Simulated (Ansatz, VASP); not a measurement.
**LiH: VASP beside Ansatz**

```
Li H
1.0
     0.00000    2.07315    2.03250
     2.03250    0.00000    2.03250
     2.03250    2.07315    0.00000
Li H
1 1
Cartesian
  0.0000 0.0000 0.0000
  2.0325 2.0732 2.0325
```

Change from the starting cell: strain +0.0200 x Voigt [0, 1, 0, 0, 0, 0], atoms carried along.

Alike in both runs: task single point; functional r2SCAN; k mesh 10 × 10 × 10; occupations gaussian, width 0.05 eV; no spin polarisation.

```csv
,VASP,Ansatz
version,VASP 6.6.1,Ansatz 0.2.0
potentials or method,"VASP PAW PBE potentials, release 64 (Li_sv, H), cutoff 520 eV","scalar-relativistic, plane waves, PAW"
valence electrons in the cell,4,4
```

```tsv
	VASP	Ansatz	Ansatz less VASP
gap on the k mesh at the Fermi level (eV)	3.40	3.44	+0.049
least direct gap on the mesh (eV)	3.54	3.60	+0.054
```

VASP's potentials were made for PBE, not for r2SCAN. With one functional, cell and mesh, what is left measures potentials, basis and numerics.

Noted on VASP's run: the cutoff is under 1.25 times that of the potentials, so the pressure is a little rough.
